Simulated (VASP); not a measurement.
Runs of VASP 6.6.1 on Pd. The structure is that of space group Fd-3m (No. 227), or close to it. The cells are those of the table. 

```tsv
task	cell	k mesh	cutoff (eV)	gap on the mesh (eV)	pressure (GPa)	relaxed volume (Å³/atom)
single point	a = 3.648 Å, angles 60.0°, 2 atoms	6 × 6 × 6	520	none	49.8	-
relaxation of cell and atoms	relaxed from a = 4.015 Å, angles 60.0°, 2 atoms	16 × 16 × 16	600	none	0.0	(b)
relaxation of cell and atoms	relaxed from a = 3.648 Å, angles 60.0°, 2 atoms	6 × 6 × 6	600	none	0.0	(a)
single point	a = 4.015 Å, angles 60.0°, 2 atoms	6 × 6 × 6	520	none	-0.2	-
single point	a = 4.020 Å, angles 60.0°, 2 atoms	16 × 16 × 16	520	none	-0.5	-
```

Alike in all rows: level PBEsol; potentials or basis VASP PAW PBE potentials, release 64 (Pd); no spin polarisation; smearing gaussian 0.1 eV.

Q: Estimate the missing entries.

A: (a) 22.82; (b) 22.83.

Caveats: the PAW data sets were made with another functional, which shifts forces and pressure a little; the volume moved by over 15 % at a fixed basis, so the end points are rough (some runs).

A k mesh can miss the band edges, and the runs leave out spin-orbit coupling on Pd.

A gap of «none» marks levels without a gap at the run's occupations.
